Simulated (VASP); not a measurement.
# Si7C8O (a cell with a defect) in VASP: single point with PBEsol

Aim: the single point of Si7C8O (a cell with a defect) with PBEsol.

Everything below comes from runs of VASP 6.6.1. Logs are shortened: lines on timing, memory, paths and dates and some standing lists are left out, and cuts for length are marked.

**1. The cell of the first run**

The cell holds a defect, 16 atoms: a = 8.714 Å, b = 4.357 Å, c = 4.357 Å, α = 90.00°, β = 90.00°, γ = 90.00°.

**2. Single point, PBEsol, collinear spin**

INCAR

```
ALGO = Normal ; EDIFF = 1E-6
ENCUT = 520 ; GGA = PS
GGA_COMPAT = False ; ISIF = 2
ISMEAR = -1 ; ISPIN = 2
LASPH = True ; LCHARG = True
LELF = True ; LORBIT = 11
LREAL = False ; LVHAR = True
LWAVE = False ; MAGMOM = 0.125 0.125 0.125 0.125 0.125 0.125 0.125 0.125 0.125 0.125 0.125 0.125 0.125 0.125 0.125 0.125
NBANDS = 51 ; NELM = 200
PREC = Accurate ; SIGMA = 0.05
```

KPOINTS

```
Automatic mesh
0
Gamma
  2 2 2
  0.5 0.5 0.5
```

POSCAR

```
Si7C8O
1.0
    8.7137060000      0.0000000000      0.0000000000
    0.0000000000      4.3568530000      0.0000000000
    0.0000000000      0.0000000000      4.3568530000
Si C O
7 8 1
Direct
    0.9866540000      0.0248750000      0.0051980000
    0.4924820000      0.9702120000      0.9978750000
    0.2558190000      0.4920440000      0.0078250000
    0.7559320000      0.5141610000      0.0114420000
    0.2458210000      0.9941830000      0.5353580000
    0.7553520000      0.0056310000      0.4997760000
    0.0039520000      0.5024610000      0.5074460000
    0.1405050000      0.2735110000      0.2457740000
    0.6076550000      0.2408150000      0.2168870000
    0.3852460000      0.7865260000      0.2472330000
    0.8830020000      0.7482090000      0.2692240000
    0.3752100000      0.2441180000      0.7756770000
    0.8643480000      0.2241520000      0.7728160000
    0.1103500000      0.7549540000      0.7606320000
    0.6209930000      0.7578570000      0.7418240000
    0.3760420000      0.7359730000      0.7333080000
```

Potentials or basis: VASP PAW PBE potentials, release 64 (Si, C, O).

The run is started by

```
$ cat potpaw_PBE.64/Si/POTCAR potpaw_PBE.64/C/POTCAR potpaw_PBE.64/O/POTCAR > POTCAR
$ mpirun -np 1 vasp_std > vasp.out
```

OUTCAR:

```text
EDIFF = 1E-6
   ENCUT = 520
   GGA = PS
   ISIF = 2
   ISMEAR = -1
   ISPIN = 2
   LASPH = True
   LORBIT = 11
   LREAL = False
   NELM = 200
   PREC = Accurate

 ion  position               nearest neighbor table
   1  0.987  0.025  0.005-  13 1.71  11 1.90  14 1.92   8 2.02   4 2.93   6 2.95   6 2.99   4 3.00
                             7 3.01   7 3.02   5 3.05   3 3.11   7 3.15
   2  0.492  0.970  0.998-  10 1.64   9 1.82  15 1.83  16 1.84  12 1.85   3 2.93   5 2.95   4 3.04
                             3 3.07
   3  0.256  0.492  0.008-   8 1.73  12 1.81  16 1.91  10 2.00  14 2.02   2 2.93   5 2.99   5 3.01
                             2 3.07   7 3.09   7 3.09   1 3.11
   4  0.756  0.514  0.011-  11 1.88  13 1.89   9 1.97  15 1.97   1 2.93   1 3.00   6 3.02   2 3.04
                             7 3.06   6 3.07   7 3.08   6 3.09   6 3.14
   5  0.246  0.994  0.535-  16 1.82  14 1.86  12 1.88  10 1.97   8 1.98   2 2.95   3 2.99   3 3.01
                             7 3.01   1 3.05   7 3.06
   6  0.755  0.006  0.500-  13 1.80  11 1.87  15 1.91   9 2.06   1 2.95   1 2.99   4 3.02   7 3.06
                             4 3.07   7 3.08   4 3.09   4 3.14
   7  0.004  0.502  0.507-  14 1.81  11 1.83   8 1.93  13 2.07   5 3.01   1 3.01   1 3.02   4 3.06
                             5 3.06   6 3.06   4 3.08   6 3.08   3 3.09   3 3.09   1 3.15
   8  0.141  0.274  0.246-   3 1.73   7 1.93   5 1.98   1 2.02
   9  0.608  0.241  0.217-   2 1.82   4 1.97   6 2.06
  10  0.385  0.787  0.247-   2 1.64   5 1.97   3 2.00
  11  0.883  0.748  0.269-   7 1.83   6 1.87   4 1.88   1 1.90
  12  0.375  0.244  0.776-   3 1.81   2 1.85   5 1.88
  13  0.864  0.224  0.773-   1 1.71   6 1.80   4 1.89   7 2.07
  14  0.110  0.755  0.761-   7 1.81   5 1.86   1 1.92   3 2.02
  15  0.621  0.758  0.742-   2 1.83   6 1.91   4 1.97
  16  0.376  0.736  0.733-   5 1.82   2 1.84   3 1.91

  LATTYP: Found a simple tetragonal cell.
 ALAT       =     4.3568530000
 C/A-ratio  =     2.0000000000

  Lattice vectors:

 A1 = (   0.0000000000,   4.3568530000,   0.0000000000)
 A2 = (   0.0000000000,   0.0000000000,   4.3568530000)
 A3 = (   8.7137060000,   0.0000000000,   0.0000000000)

Analysis of symmetry for initial positions (statically):
=====================================================================
 Subroutine PRICEL returns:
 Original cell was already a primitive cell.

 Routine SETGRP: Setting up the symmetry group for a
 simple tetragonal supercell.

 Subroutine GETGRP returns: Found  1 space group operations
 (whereof  1 operations were pure point group operations)
 out of a pool of 16 trial point group operations.

The static configuration has the point symmetry C_1 .

Analysis of symmetry for dynamics (positions and initial velocities):
=====================================================================
 Subroutine PRICEL returns:
 Original cell was already a primitive cell.

 Routine SETGRP: Setting up the symmetry group for a
 simple tetragonal supercell.

 Subroutine GETGRP returns: Found  1 space group operations
 (whereof  1 operations were pure point group operations)
 out of a pool of 16 trial point group operations.

The dynamic configuration has the point symmetry C_1 .

Analysis of structural, dynamic, and magnetic symmetry:
=====================================================================
 Subroutine PRICEL returns:
 Original cell was already a primitive cell.

 Routine SETGRP: Setting up the symmetry group for a
 simple tetragonal supercell.

 Subroutine GETGRP returns: Found  1 space group operations
 (whereof  1 operations were pure point group operations)
 out of a pool of 16 trial point group operations.

The overall configuration has the point symmetry C_1 .

 Subroutine INISYM returns: Found  1 space group operations
 (whereof  1 operations are pure point group operations),
 and found     1 'primitive' translations

----------------------------------------------------------------------------------------

                                     Primitive cell

  volume of cell :     165.4050

  direct lattice vectors                    reciprocal lattice vectors
     8.713706000  0.000000000  0.000000000     0.114761733  0.000000000  0.000000000
     0.000000000  4.356853000  0.000000000     0.000000000  0.229523466  0.000000000
     0.000000000  0.000000000  4.356853000     0.000000000  0.000000000  0.229523466

  length of vectors
     8.713706000  4.356853000  4.356853000     0.114761733  0.229523466  0.229523466

  position of ions in fractional coordinates (direct lattice)
     0.986654000  0.024875000  0.005198000
     0.492482000  0.970212000  0.997875000
     0.255819000  0.492044000  0.007825000
     0.755932000  0.514161000  0.011442000
     0.245821000  0.994183000  0.535358000
     0.755352000  0.005631000  0.499776000
[... 8 lines left out ...]
     0.620993000  0.757857000  0.741824000
     0.376042000  0.735973000  0.733308000

  ion indices of the primitive-cell ions
   primitive index   ion index
[... 33 lines left out ...]
     0.057380866  0.114761733  0.114761733

  Shift w.r.t. Gamma in fractional coordinates (k-lattice)
     0.500000000  0.500000000  0.500000000

 Subroutine IBZKPT returns following result:
 ===========================================

 Found      4 irreducible k-points:

 Following reciprocal coordinates:
            Coordinates               Weight
  0.250000  0.250000  0.250000      2.000000
  0.250000 -0.250000  0.250000      2.000000
  0.250000 -0.250000 -0.250000      2.000000
  0.250000  0.250000 -0.250000      2.000000
   k-points           NKPTS =      4   k-points in BZ     NKDIM =      4   number of bands    NBANDS=     51
   number of dos      NEDOS =    301   number of ions     NIONS =     16
   total plane-waves  NPLWV =  71680
   dimension x,y,z NGX =    70 NGY =   32 NGZ =   32
   dimension x,y,z NGXF=   140 NGYF=   64 NGZF=   64
   ions per type =               7   8   1
   NGX,Y,Z   is equivalent  to a cutoff of  13.36, 12.21, 12.21 a.u.
   NGXF,Y,Z  is equivalent  to a cutoff of  26.71, 24.42, 24.42 a.u.
 SYSTEM =  unknown system
   PREC   = accura    normal or accurate (medium, high low for compatibility)
   ISTART =      0    job   : 0-new  1-cont  2-samecut
   ICHARG =      2    charge: 1-file 2-atom 10-const
   ISPIN  =      2    spin polarized calculation?
   LNONCOLLINEAR =      F non collinear calculations
   LSORBIT =      F    spin-orbit coupling
   LASPH  =      T    aspherical Exc in radial PAW
   ENCUT  =  520.0 eV  38.22 Ry    6.18 a.u.  16.20  8.10  8.10*2*pi/ulx,y,z
   NELM   =    200;   NELMIN=  2; NELMDL= -5     # of ELM steps
   EDIFF  = 0.1E-05   stopping-criterion for ELM
   LREAL  =      F    real-space projection
   EDIFFG = 0.1E-04   stopping-criterion for IOM
   NSW    =      0    number of steps for IOM
   IBRION =     -1    ionic relax: 0-MD 1-quasi-New 2-CG
   NFREE  =      0    steps in history (QN), initial steepest desc. (CG)
   ISIF   =      2    stress and relaxation
   ISYM   =      2    0-nonsym 1-usesym 2-fastsym
   POTIM  = 0.5000    time-step for ionic-motion
   TEBEG  =    0.0;   TEEND  =   0.0 temperature during run
   PSTRESS=    0.0 pullay stress
   NELECT =      66.0000    total number of electrons
   NUPDOWN=      -1.0000    fix difference up-down
   EMIN   =  10.00;   EMAX   =-10.00  energy-range for DOS
   EFERMI =   0.00;   METHOD = LEGACY
   ISMEAR =    -1;   SIGMA  =   0.05  broadening in eV -4-tet -1-fermi 0-gaus
   EFERMI_NEDOS =   21; number of points for ismear=-14 and -15
   IALGO  =     38    algorithm
   IMIX   =      4    mixing-type and parameters
     AMIX     =   0.40;   BMIX     =  1.00
     AMIX_MAG =   1.60;   BMIX_MAG =  1.00
  volume/ion in A,a.u.               =      10.34        69.76
  Fermi-wavevector in a.u.,A,eV,Ry     =   1.205239  2.277572 19.763843  1.452601
  Thomas-Fermi vector in A             =   2.340941
   LORBIT       =     11    0 simple, 1 ext, 2 COOP (PROOUT), +10 PAW based schemes
   GGA     = PS    functional components
   LHFCALC =     F    Hartree Fock is set to
   AEXX    =    0.0000 exact exchange contribution
   IVDW    =     0    specifies the selected vdW correction
   LEPSILON=     F    determine dielectric tensor
   LRPA    =     F    only Hartree local field effects (RPA)
 spin polarized calculation
  energy-cutoff  :      520.00
  volume of cell :      165.41
 maximum number of plane-waves:      4455
 NGX is ok and might be reduce to    64
   NGX = 33   NGY = 17   NGZ = 17

 number of electron      65.9999995 magnetization       0.0018385

 number of electron      65.9999995 magnetization      -0.0007724

 Free energy of the ion-electron system (eV)
  ---------------------------------------------------
  ext. energy  EPLUGINS =         0.00000000
  ---------------------------------------------------
  free energy    TOTEN  =      -112.94699692 eV

  energy without entropy =     -112.90831360  energy(sigma->0) =     -112.92765526

 E-fermi :   7.6340     XC(G=0): -11.3664

 val. band max:        7.5345571237   @ k =   0.2500  -0.2500  -0.2500
 cond. band min:       7.7491196410   @ k =   0.2500   0.2500  -0.2500
 fundamental gap:      0.2145625173
 Fermi energy:         7.6339734045

 spin component 1

 k-point     1 :       0.2500    0.2500    0.2500
  band No.  band energies     occupation
      1     -13.6113      1.00000
      2      -7.1882      1.00000
      3      -5.7411      1.00000
      4      -5.2033      1.00000
      5      -4.9196      1.00000
      6      -4.6187      1.00000
[... 181 lines left out ...]
     44      13.9895      0.00000
     45      14.4301      0.00000
 Fermi energy:         7.6339734045

 spin component 2

 k-point     1 :       0.2500    0.2500    0.2500
  band No.  band energies     occupation
      1     -13.6157      1.00000
      2      -7.1884      1.00000
      3      -5.7413      1.00000
      4      -5.2040      1.00000
      5      -4.9200      1.00000
      6      -4.6193      1.00000
[... 181 lines left out ...]
     44      13.9893      0.00000
     45      14.4305      0.00000
 [bands above 45 left out]

------------------------ aborting loop because EDIFF is reached ----------------------------------------

  FORCE on cell =-STRESS in cart. coord.  units (eV):
  Direction    XX          YY          ZZ          XY          YZ          ZX
  --------------------------------------------------------------------------------------
  -------------------------------------------------------------------------------------
  Total       13.0219750      9.5275636     10.9609309      2.0938581     -5.2306269     -2.0048235
  in kB      126.1359038     92.2876781    106.1718308     20.2819226    -50.6658819    -19.4194985
  external PRESSURE =     108.1984709 kB  Pullay stress =       0.0000000 kB

 VOLUME and BASIS-vectors are now :
 -----------------------------------------------------------------------------
  energy-cutoff  :      520.00
  volume of cell :      165.41
      direct lattice vectors                 reciprocal lattice vectors
     8.713706000  0.000000000  0.000000000     0.114761733  0.000000000  0.000000000
     0.000000000  4.356853000  0.000000000     0.000000000  0.229523466  0.000000000
     0.000000000  0.000000000  4.356853000     0.000000000  0.000000000  0.229523466

 POSITION                                       TOTAL-FORCE (eV/Angst)
 -----------------------------------------------------------------------------------
      8.59741      0.10838      0.02265         4.086234     -2.798280      2.069938
      4.29134      4.22707      4.34759         5.027115      3.591354     -3.131401
      2.22913      2.14376      0.03409         0.481922      2.548628     -0.095660
      6.58697      2.24012      0.04985        -3.233439     -0.803388     -0.560136
      2.14201      4.33151      2.33248         0.640601      1.068101     -3.256122
      6.58192      0.02453      2.17745        -3.738610     -0.463083     -1.267543
[... 8 lines left out ...]
      5.41115      3.30187      3.23202         3.879577      0.578788      1.331752
      3.27672      3.20653      3.19492         1.202349     -2.793960     -1.935395
 -----------------------------------------------------------------------------------
    total drift:                               -0.000333     -0.000151      0.000072

  FREE ENERGIE OF THE ION-ELECTRON SYSTEM (eV)
  ---------------------------------------------------
  free  energy   TOTEN  =      -112.9469969196 eV

  energy  without entropy=     -112.9083136004  energy(sigma->0) =     -112.92765526

 total charge

# of ion       s       p       d       tot
------------------------------------------
    1        0.718   0.993   0.000   1.712
    2        0.727   1.105   0.000   1.833
    3        0.710   0.987   0.000   1.696
    4        0.707   0.935   0.000   1.643
    5        0.694   0.942   0.000   1.637
    6        0.712   0.963   0.000   1.675
[... 8 lines left out ...]
   15        0.886   1.472   0.000   2.358
   16        1.625   3.420   0.000   5.045
--------------------------------------------------
tot         13.586  23.067   0.000  36.653

 magnetization (x)

# of ion       s       p       d       tot
------------------------------------------
    1       -0.000  -0.000   0.000  -0.000
    2       -0.000   0.000   0.000  -0.000
    3        0.000   0.000   0.000   0.000
    4       -0.000  -0.000   0.000  -0.000
    5        0.000   0.000   0.000   0.000
    6       -0.000  -0.000   0.000  -0.000
[... 8 lines left out ...]
   15       -0.001  -0.003   0.000  -0.003
   16       -0.000  -0.003   0.000  -0.004
--------------------------------------------------
tot         -0.001  -0.003   0.000  -0.004
```

Wall time 53 s (1 thread of Intel Xeon 6975P-C (Granite Rapids), shared host); peak memory 0.32 GiB.

Results:

```yaml
Free_energy: -112.9470 eV
Pressure: 10.8 GPa
Largest_force: 7.902 eV/Å
Band_gap_on_the_k_mesh: 0.21 eV
Net_moment: 0.00 μB per cell
Valence_electrons_inside_the_program's_atomic_spheres: Si 1.71, 1.83, 1.70, 1.64, 1.68, 1.67 (each value once); C 2.52, 2.33, 2.44, 2.55, 2.42, 2.59, 2.53, 2.36; O 5.04
```

Forces in eV/Å, atoms in the order of the input:
```
Si   4.086 -2.798  2.070
Si   5.027  3.591 -3.131
Si   0.482  2.549 -0.096
Si  -3.233 -0.803 -0.560
Si   0.641  1.068 -3.256
Si  -3.739 -0.463 -1.268
Si   0.217 -0.876  0.023
C   -3.955 -2.622  2.702
C    4.601  0.685  1.550
C   -6.023 -3.178  4.007
C   -0.875  0.664 -0.816
C   -1.583  0.488 -0.068
C   -0.104  3.666 -1.853
C   -0.624  0.246  1.300
C    3.880  0.579  1.332
O    1.202 -2.794 -1.935
```

Stress tensor (GPa, compression positive):
```
12.61  2.03 -1.94
 2.03  9.23 -5.07
-1.94 -5.07 10.62
```

Caveat: the k points lie up to 0.72 Å⁻¹ apart; the PAW data sets were made with another functional, which shifts forces and pressure a little.
